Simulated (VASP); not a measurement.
# SiC (Cm) in VASP: further runs

The runs below take SiC through single point, with PBE.

Program: VASP 6.6.1. These are calculated values, not measurements. Logs are shortened: lines on timing, memory, paths and dates and some standing lists are left out, and cuts for length are marked.

## (1) The cell of the first run

It takes space group Cm (No. 8, monoclinic). Conventional cell: a = 5.355 Å, b = 3.092 Å, c = 5.074 Å, α = 90.00°, β = 90.00°, γ = 90.00°. Si (site symmetry m) has 4 C at 1.82 to 2.14 Å within 2.4 Å. Si (site symmetry m) has 4 C at 1.71 to 2.04 Å within 2.3 Å. Within 2.3 Å of C (site symmetry m) lie 4 Si at 1.71 to 2.04 Å. C (site symmetry m) has 4 Si at 1.82 to 2.14 Å within 2.4 Å.

## (2) Single point, PBE

File INCAR:

```
PREC     = Accurate       # precision mode
ENCUT    = 520            # plane-wave cutoff, eV
EDIFF    = 1E-6           # SCF threshold, eV
ISMEAR   = 0              # smearing method
SIGMA    = 0.05           # smearing width, eV
LREAL    = False          # projectors in reciprocal space
LASPH    = True           # aspherical terms in the spheres
NELM     = 80             # most SCF steps
ALGO     = Normal         # electronic algorithm
ISIF     = 2              # what is computed and relaxed
LWAVE    = False          # write WAVECAR
LCHARG   = True           # write CHGCAR
GGA      = PE             # functional
LELF     = True           # ELF
LVHAR    = True         
NBANDS   = 16             # bands
```

File KPOINTS:

```
regular mesh
0
Gamma
  12 12 6
```

File POSCAR:

```
SiC
1.0
    3.0919867344      0.0000000000      0.0000000000
   -1.5459933672      2.6777390602      0.0000000000
    0.0000000000      0.0000000000      5.0737646004
Si C
2 2
Direct
    0.4213771982      0.7106885991      0.0209566484
    0.7547105315      0.3773552657      0.5209566484
    0.3333333333      0.6666666667      0.3804363282
    0.6666666667      0.3333333333      0.8804363282
```

Potentials or basis: VASP PAW PBE potentials, release 64 (Si, C).

The run is started by

```
cat potpaw_PBE.64/Si/POTCAR potpaw_PBE.64/C/POTCAR > POTCAR
mpirun -np 1 vasp_std > vasp.out
```

OUTCAR:

```text
PREC = Accurate
   ENCUT = 520
   EDIFF = 1E-6
   ISMEAR = 0
   LREAL = False
   LASPH = True
   NELM = 80
   ISIF = 2
   GGA = PE

 ion  position               nearest neighbor table
   1  0.421  0.711  0.021-   4 1.82   4 1.82   3 1.84   4 2.14   2 3.10   2 3.10   2 3.10   2 3.10
                             2 3.10   2 3.10
   2  0.755  0.377  0.521-   3 1.71   4 1.84   3 2.04   3 2.04   1 3.10   1 3.10   1 3.10   1 3.10
                             1 3.10   1 3.10
   3  0.333  0.667  0.380-   2 1.71   1 1.84   2 2.04   2 2.04
   4  0.667  0.333  0.880-   1 1.82   1 1.82   2 1.84   1 2.14

  LATTYP: Found a hexagonal cell.
 ALAT       =     3.0919867344
 C/A-ratio  =     1.6409399639

  Lattice vectors:

 A1 = (   3.0919867344,   0.0000000000,   0.0000000000)
 A2 = (  -1.5459933672,   2.6777390602,   0.0000000000)
 A3 = (   0.0000000000,   0.0000000000,   5.0737646004)

Analysis of symmetry for initial positions (statically):
=====================================================================
 Subroutine PRICEL returns:
 Original cell was already a primitive cell.

 Routine SETGRP: Setting up the symmetry group for a
 hexagonal supercell.

 Subroutine GETGRP returns: Found  2 space group operations
 (whereof  2 operations were pure point group operations)
 out of a pool of 24 trial point group operations.

The static configuration has the point symmetry C_1h.

Analysis of symmetry for dynamics (positions and initial velocities):
=====================================================================
 Subroutine PRICEL returns:
 Original cell was already a primitive cell.

 Routine SETGRP: Setting up the symmetry group for a
 hexagonal supercell.

 Subroutine GETGRP returns: Found  2 space group operations
 (whereof  2 operations were pure point group operations)
 out of a pool of 24 trial point group operations.

The dynamic configuration has the point symmetry C_1h.

 Subroutine INISYM returns: Found  2 space group operations
 (whereof  2 operations are pure point group operations),
 and found     1 'primitive' translations

----------------------------------------------------------------------------------------

                                     Primitive cell

  volume of cell :      42.0084

  direct lattice vectors                    reciprocal lattice vectors
     3.091986734  0.000000000  0.000000000     0.323416653  0.186724692  0.000000000
    -1.545993367  2.677739060  0.000000000     0.000000000  0.373449383  0.000000000
     0.000000000  0.000000000  5.073764600     0.000000000  0.000000000  0.197092313

  length of vectors
     3.091986734  3.091986734  5.073764600     0.373449383  0.373449383  0.197092313

  position of ions in fractional coordinates (direct lattice)
     0.421377198  0.710688599  0.020956648
     0.754710532  0.377355266  0.520956648
     0.333333333  0.666666667  0.380436328
     0.666666667  0.333333333  0.880436328

  ion indices of the primitive-cell ions
   primitive index   ion index
                 1           1
                 2           2
                 3           3
                 4           4

----------------------------------------------------------------------------------------

 KPOINTS: regular mesh

Automatic generation of k-mesh.
 Grid dimensions read from file:
 generate k-points for:   12   12    6

 Generating k-lattice:

  Cartesian coordinates                     Fractional coordinates (reciprocal lattice)
     0.026951388  0.015560391  0.000000000     0.083333333  0.000000000  0.000000000
     0.000000000  0.031120782  0.000000000     0.000000000  0.083333333  0.000000000
     0.000000000  0.000000000  0.032848719     0.000000000  0.000000000  0.166666667

  Length of vectors
     0.031120782  0.031120782  0.032848719

  Shift w.r.t. Gamma in fractional coordinates (k-lattice)
     0.000000000  0.000000000  0.000000000

 Subroutine IBZKPT returns following result:
 ===========================================

 Found    242 irreducible k-points:

 Following reciprocal coordinates:
            Coordinates               Weight
  0.000000  0.000000  0.000000      1.000000
  0.083333  0.000000  0.000000      2.000000
  0.000000  0.083333  0.000000      4.000000
  0.166667  0.000000  0.000000      2.000000
  0.000000  0.166667  0.000000      4.000000
  0.250000 -0.000000  0.000000      2.000000
[... 16 lines left out ...]
 -0.083333  0.416667  0.000000      4.000000
 -0.416667  0.333333  0.000000      4.000000
 [... further k-points ...]
   k-points           NKPTS =    242   k-points in BZ     NKDIM =    242   number of bands    NBANDS=     16
   number of dos      NEDOS =    301   number of ions     NIONS =      4
   total plane-waves  NPLWV =  23040
   dimension x,y,z NGX =    24 NGY =   24 NGZ =   40
   dimension x,y,z NGXF=    48 NGYF=   48 NGZF=   80
   ions per type =               2   2
   NGX,Y,Z   is equivalent  to a cutoff of  12.90, 12.90, 13.11 a.u.
[... 56 lines left out ...]
 cond. band min:       9.9051612898   @ k =   0.3333   0.3333   0.0000
 fundamental gap:      1.0910680948
 Fermi energy:         9.0590239912

 k-point     1 :       0.0000    0.0000    0.0000
  band No.  band energies     occupation
      1      -7.3921      2.00000
      2      -3.8101      2.00000
      3      -0.8128      2.00000
      4       6.4786      2.00000
      5       6.5063      2.00000
      6       7.3958      2.00000
[... 8 lines left out ...]
     15      17.4298      0.00000
     16      18.7225      0.00000

 k-point     2 :       0.0833    0.0000    0.0000
  band No.  band energies     occupation
      1      -7.2739      2.00000
      2      -3.7129      2.00000
      3      -0.7050      2.00000
      4       5.9280      2.00000
      5       6.3408      2.00000
      6       7.1849      2.00000
[... 8 lines left out ...]
     15      17.4758      0.00000
     16      18.3975      0.00000

 k-point     3 :       0.0000    0.0833    0.0000
  band No.  band energies     occupation
      1      -7.2741      2.00000
      2      -3.7121      2.00000
      3      -0.7053      2.00000
      4       5.9197      2.00000
      5       6.3007      2.00000
      6       7.2235      2.00000
[... 8 lines left out ...]
     15      17.5712      0.00000
     16      18.2127      0.00000

 k-point     4 :       0.1667    0.0000    0.0000
  band No.  band energies     occupation
      1      -6.9226      2.00000
      2      -3.4321      2.00000
      3      -0.3904      2.00000
      4       4.5851      2.00000
      5       5.9410      2.00000
      6       6.5017      2.00000
[... 8 lines left out ...]
     15      17.8781      0.00000
     16      18.0777      0.00000

 k-point     5 :       0.0000    0.1667    0.0000
  band No.  band energies     occupation
      1      -6.9232      2.00000
      2      -3.4281      2.00000
      3      -0.3921      2.00000
      4       4.5636      2.00000
      5       5.7396      2.00000
      6       6.7896      2.00000
[... 8 lines left out ...]
     15      17.6036      0.00000
     16      17.9582      0.00000

 k-point     6 :       0.2500   -0.0000    0.0000
  band No.  band energies     occupation
      1      -6.3498      2.00000
      2      -3.0118      2.00000
      3       0.0887      2.00000
      4       3.0555      2.00000
      5       5.2665      2.00000
      6       5.4815      2.00000
[... 8 lines left out ...]
     15      18.3974      0.00000
     16      18.7825      0.00000
[... 267 lines left out ...]
 k-point    21 :      -0.3333    0.2500    0.0000
  band No.  band energies     occupation
      1      -5.9070      2.00000
      2      -2.7157      2.00000
      3       0.3948      2.00000
      4       2.4134      2.00000
      5       4.0497      2.00000
      6       5.5052      2.00000
[... 8 lines left out ...]
     15      18.1660      0.00000
     16      19.1554      0.00000

 k-point    22 :       0.3333    0.0833    0.0000
  band No.  band energies     occupation
      1      -5.0697      2.00000
      2      -2.4524      2.00000
      3       0.5900      2.00000
      4       1.8667      2.00000
      5       3.3023      2.00000
      6       4.4822      2.00000
[... 8 lines left out ...]
     15      18.9859      0.00000
     16      20.0261      0.00000

 k-point    23 :      -0.0833    0.4167    0.0000
  band No.  band energies     occupation
      1      -5.0803      2.00000
      2      -2.3865      2.00000
      3       0.4666      2.00000
      4       1.8804      2.00000
      5       3.1539      2.00000
      6       4.8237      2.00000
[... 8 lines left out ...]
     15      18.8724      0.00000
     16      20.1168      0.00000

 k-point    24 :      -0.4167    0.3333    0.0000
  band No.  band energies     occupation
      1      -5.0779      2.00000
      2      -2.4020      2.00000
      3       0.5061      2.00000
      4       1.8819      2.00000
      5       3.1059      2.00000
      6       4.8015      2.00000
[... 8 lines left out ...]
     15      18.8945      0.00000
     16      19.8169      0.00000

 [... further k-points ...]
[... 5 lines left out ...]
  --------------------------------------------------------------------------------------
  -------------------------------------------------------------------------------------
  Total        1.8030699      0.7975106      2.1409491      0.8708399     -1.4795592     -2.5626717
  in kB       68.7680896     30.4166135     81.6546161     33.2133526    -56.4295713    -97.7388810
  external PRESSURE =      60.2797731 kB  Pullay stress =       0.0000000 kB

 VOLUME and BASIS-vectors are now :
 -----------------------------------------------------------------------------
  energy-cutoff  :      520.00
  volume of cell :       42.01
      direct lattice vectors                 reciprocal lattice vectors
     3.091986734  0.000000000  0.000000000     0.323416653  0.186724692  0.000000000
    -1.545993367  2.677739060  0.000000000     0.000000000  0.373449383  0.000000000
     0.000000000  0.000000000  5.073764600     0.000000000  0.000000000  0.197092313

 POSITION                                       TOTAL-FORCE (eV/Angst)
 -----------------------------------------------------------------------------------
      0.20417      1.90304      0.10633        -2.219492     -1.281425     -0.756999
      1.75017      1.01046      2.64321        -4.385169     -2.531779     -0.313369
     -0.00000      1.78516      1.93024         4.418700      2.551138      0.283183
      1.54599      0.89258      4.46713         2.185962      1.262066      0.787186
 -----------------------------------------------------------------------------------
    total drift:                                0.000012      0.000007      0.000233

  FREE ENERGIE OF THE ION-ELECTRON SYSTEM (eV)
  ---------------------------------------------------
  free  energy   TOTEN  =       -29.0981699430 eV

  energy  without entropy=      -29.0981699430  energy(sigma->0) =      -29.09816994
```

Wall time 4.5 min (1 thread of AMD EPYC 7R13, shared host); peak memory 0.23 GiB.

Results:

```yaml
Free_energy: -29.0982 eV
Pressure: 6.0 GPa
Largest_force: 5.110 eV/Å
Band_gap_on_the_k_mesh: 1.09 eV, indirect (least direct gap 3.30 eV)
```

Forces on the atoms (eV/Å):
```
Si  -2.219 -1.281 -0.757
Si  -4.385 -2.532 -0.313
C    4.419  2.551  0.283
C    2.186  1.262  0.787
```

Caveat: the cell differs from its parent crystal (all Si atoms moved -0.250 Å, as atom 1 towards its neighbour atom 4 (C) at 1.893 Å); forces of over 1 eV/Å act on the atoms, so gaps and moduli don't describe the material at rest. A k mesh can miss the band edges.

## (3) Single point, PBE

File INCAR:

```
SYSTEM = SiC
PREC = Accurate
ENCUT = 520
EDIFF = 1E-6
ISMEAR = 0
SIGMA = 0.05
LREAL = .False.
LASPH = .True.
NELM = 60
ALGO = Normal
ISIF = 2
LWAVE = .False.
LCHARG = .True.
GGA = PE
LELF = .True.
LVHAR = .True.
NBANDS = 16
```

File KPOINTS:

```
Automatic mesh
0
Gamma
  12 12 6
  0 0 0
```

Edit POSCAR of step 2 so:

```diff
@@ -8,4 +8,4 @@
 Direct
-    0.4213771982      0.7106885991      0.0209566484
-    0.7547105315      0.3773552657      0.5209566484
+    0.1572456037      0.5786228018     -0.0282222814
+    0.4905789370      0.2452894685      0.4717777186
     0.3333333333      0.6666666667      0.3804363282
```

Potentials or basis: VASP PAW PBE potentials, release 64 (Si, C).

The run is started by

```
cat potpaw_PBE.64/Si/POTCAR potpaw_PBE.64/C/POTCAR > POTCAR
mpirun -np 1 vasp_std > vasp.out
```

Run time: 5.1 min. Hardware: 1 thread of AMD EPYC 7R13, shared host; peak memory 0.23 GiB.

Results (log left out):

```
Free energy            : -23.5710 eV
Pressure               : 42.3 GPa
Largest force          : 26.642 eV/Å
Band gap on the k mesh : 0.68 eV, indirect (least direct gap 2.70 eV)
```

Forces on the atoms (eV/Å):
```
Si   21.670  12.511   8.629
Si    4.252   2.455   3.788
C    -4.116  -2.376  -3.709
C   -21.806 -12.590  -8.708
```

Stress tensor (GPa, compression positive):
```
76.42 27.76 28.76
27.76 44.37 16.60
28.76 16.60  6.12
```

Levels at points of the mesh, in eV from the valence-band top:
```csv
k point,band 6,band 7,band 8,band 9,band 10,band 11
"(0.00, 0.00, 0.00)",-0.84,-0.82,0.00,2.72,4.33,5.18
"(0.50, 0.00, 0.00)",-5.26,-3.91,-2.57,1.52,3.58,5.80
"(0.00, 0.50, 0.00)",-3.96,-3.60,-2.01,0.68,2.33,4.35
"(0.00, 0.00, 0.50)",-2.70,-0.88,-0.23,3.67,3.84,4.90
"(0.50, 0.00, 0.50)",-3.02,-2.80,-2.68,1.60,2.28,3.27
"(0.00, 0.50, 0.50)",-3.78,-2.32,-2.00,1.65,1.80,2.88
```

Caveat: the cell differs from its parent crystal (all Si atoms moved +0.500 Å, as atom 1 towards its neighbour atom 4 (C) at 1.893 Å); forces of over 1 eV/Å act on the atoms, so gaps and moduli don't describe the material at rest. A k mesh can miss the band edges.

## (4) Single point, PBE

File INCAR:

```
PREC = Accurate
ENCUT = 520
EDIFF = 1E-6
ISMEAR = 0
SIGMA = 0.05
LREAL = False
LASPH = True
NELM = 60
ALGO = Normal
ISIF = 2
LWAVE = False
LCHARG = True
GGA = PE
LELF = True
LVHAR = True
NBANDS = 16
```

File KPOINTS:

```
Automatic mesh
0
Gamma
  12 12 6
```

Edit POSCAR of step 3 so:

```diff
@@ -8,4 +8,4 @@
 Direct
-    0.1572456037      0.5786228018     -0.0282222814
-    0.4905789370      0.2452894685      0.4717777186
+    0.4653991306      0.7326995653      0.0291531367
+    0.7987324639      0.3993662320      0.5291531367
     0.3333333333      0.6666666667      0.3804363282
```

The run is started by

```
cat potpaw_PBE.64/Si/POTCAR potpaw_PBE.64/C/POTCAR > POTCAR
mpirun -np 1 vasp_std > vasp.out
```

Run time: 4.3 min. Hardware: 1 thread of AMD EPYC 7R13, shared host; peak memory 0.23 GiB.

Results (log left out):

* Free energy: -27.9809 eV
* Pressure: 12.9 GPa
* Largest force: 8.206 eV/Å
* Band gap on the k mesh: 0.51 eV, indirect (least direct gap 2.77 eV)

Forces in eV/Å, atoms in the order of the input:
```
Si  -2.395 -1.383 -0.729
Si  -7.012 -4.048  0.769
C    7.067  4.080 -0.870
C    2.341  1.351  0.830
```

Stress tensor (GPa, compression positive):
```
 16.59   7.57 -16.48
  7.57   7.85  -9.51
-16.48  -9.51  14.26
```

Levels at points of the mesh, in eV from the valence-band top:
| k point | band 6 | band 7 | band 8 | band 9 | band 10 | band 11 |
| --- | --- | --- | --- | --- | --- | --- |
| (0.00, 0.00, 0.00) | -1.72 | -0.37 | 0.00 | 3.09 | 4.52 | 5.35 |
| (0.50, 0.00, 0.00) | -4.77 | -4.45 | -1.89 | 1.73 | 2.67 | 5.45 |
| (0.00, 0.50, 0.00) | -4.92 | -3.70 | -1.60 | 1.17 | 2.21 | 4.96 |
| (0.00, 0.00, 0.50) | -2.23 | -0.56 | -0.31 | 4.07 | 4.22 | 5.08 |
| (0.50, 0.00, 0.50) | -4.01 | -3.18 | -2.75 | 1.72 | 2.08 | 3.55 |
| (0.00, 0.50, 0.50) | -4.01 | -2.60 | -2.20 | 1.64 | 1.79 | 3.63 |

Caveat: the cell differs from its parent crystal (all Si atoms moved -0.375 Å, as atom 1 towards its neighbour atom 4 (C) at 1.893 Å); forces of over 1 eV/Å act on the atoms, so gaps and moduli don't describe the material at rest. A k mesh can miss the band edges.

## (5) Single point, PBE

File INCAR:

```
  PREC = Accurate
  ENCUT = 520
  EDIFF = 1E-6
  ISMEAR = 0
  SIGMA = 0.05
  LREAL = False
  LASPH = True
  NELM = 80
  ALGO = Normal
  ISIF = 2
  LWAVE = False
  LCHARG = False
  GGA = PE
  NBANDS = 16
```

KPOINTS is that of step 4.

Edit POSCAR of step 4 so:

```diff
@@ -8,4 +8,4 @@
 Direct
-    0.4653991306      0.7326995653      0.0291531367
-    0.7987324639      0.3993662320      0.5291531367
+    0.2452894685      0.6226447343     -0.0118293048
+    0.5786228018      0.2893114009      0.4881706952
     0.3333333333      0.6666666667      0.3804363282
```

The run is started by

```
cat potpaw_PBE.64/Si/POTCAR potpaw_PBE.64/C/POTCAR > POTCAR
mpirun -np 1 vasp_std > vasp.out
```

Run time: 4.1 min. Hardware: 1 thread of AMD EPYC 7R13, shared host; peak memory 0.23 GiB.

Results (log left out):

| Quantity | Value |
| --- | --- |
| Free energy | -28.7638 eV |
| Pressure | 8.6 GPa |
| Largest force | 7.670 eV/Å |
| Band gap on the k mesh | 1.68 eV, indirect (least direct gap 3.62 eV) |

Forces on the atoms (eV/Å):
```
Si   6.240  3.602  2.451
Si   3.112  1.797  1.938
C   -3.062 -1.768 -1.921
C   -6.289 -3.631 -2.469
```

Stress tensor (GPa, compression positive):
```
16.53  4.53  9.30
 4.53 11.30  5.37
 9.30  5.37 -1.97
```

Levels at points of the mesh, in eV from the valence-band top:
```
           k point  band 5  band 6  band 7  band 8  band 9  band 10  band 11  band 12
(0.00, 0.00, 0.00)   -2.61   -0.85   -0.55    0.00    3.63     5.13     5.60     5.79
(0.50, 0.00, 0.00)   -5.73   -4.35   -3.69   -2.10    1.94     3.69     6.09     6.78
(0.00, 0.50, 0.00)   -5.80   -3.93   -3.70   -1.94    1.68     3.32     5.69     6.96
(0.00, 0.00, 0.50)   -2.57   -2.30   -0.76   -0.59    4.63     4.70     5.59     5.88
(0.50, 0.00, 0.50)   -3.93   -2.85   -2.82   -2.63    2.39     2.59     3.83     4.78
(0.00, 0.50, 0.50)   -3.79   -3.38   -2.47   -2.26    2.38     2.45     3.86     4.37
```

Caveat: the cell differs from its parent crystal (all Si atoms moved +0.250 Å, as atom 1 towards its neighbour atom 4 (C) at 1.893 Å); forces of over 1 eV/Å act on the atoms, so gaps and moduli don't describe the material at rest. A k mesh can miss the band edges.
